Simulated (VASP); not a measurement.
## ZnO: single point with PBE

The system is ZnO, a slab with vacuum.

```xyz
16
Lattice="3.2794 0.0000 0.0000 0.0000 5.2932 0.0000 0.0000 0.0000 24.4668" Properties=species:S:1:pos:R:3 pbc="T T T"
Zn    0.0000    5.1168    7.8528
Zn    1.6397    2.6631    8.3260
Zn    1.6397    5.3030   10.4168
Zn    0.0000    2.6854   11.2403
Zn    0.0000    5.3320   13.2265
Zn    1.6397    2.6563   14.0500
Zn    1.6397    5.3097   16.1408
Zn    0.0000    2.4702   16.6140
O     0.0000    3.2842    7.5168
O     1.6397    0.6655    8.4579
O     1.6397    3.3137   10.3196
O     0.0000    0.6755   11.3060
O     0.0000    3.3222   13.1608
O     1.6397    0.6671   14.1472
O     1.6397    3.3121   16.0089
O     0.0000    0.6376   16.9500
```

```
Program             : VASP 6.6.1
Task                : single point
Functional          : PBE
Potentials or basis : VASP PAW PBE potentials, release 64 (Zn, O)
Cutoff              : 520 eV
k mesh              : 8 × 5 × 1
Occupations         : gaussian, width 0.05 eV
Spin                : no spin polarisation
```

```yaml
Largest_force: 0.108 eV/Å
Band_gap_on_the_k_mesh: 0.90 eV
```

Forces in eV/Å, atoms in the order of the input:
```
Zn   0.000  0.042 -0.023
Zn   0.000 -0.019  0.020
Zn   0.000 -0.002 -0.016
Zn   0.000  0.003  0.008
Zn   0.000  0.003 -0.008
Zn   0.000 -0.002  0.016
Zn   0.000 -0.019 -0.020
Zn   0.000  0.042  0.023
O    0.000 -0.049 -0.096
O    0.000  0.029  0.028
O    0.000 -0.009 -0.031
O    0.000  0.005  0.019
O    0.000  0.005 -0.019
O    0.000 -0.009  0.031
O    0.000  0.029 -0.028
O    0.000 -0.049  0.096
```

Levels at points of the mesh, in eV from the valence-band top:
```tsv
k point	band 70	band 71	band 72	band 73	band 74	band 75
(0.00, 0.00, 0.00)	-0.28	-0.05	0.00	0.90	1.78	2.92
(0.50, 0.00, 0.00)	-1.02	-0.82	-0.81	4.85	4.93	5.43
```

Wall time 15 min on 1 thread of Intel(R) Xeon(R) 6975P-C (Granite Rapids), on a shared host, peak memory 0.61 GiB.
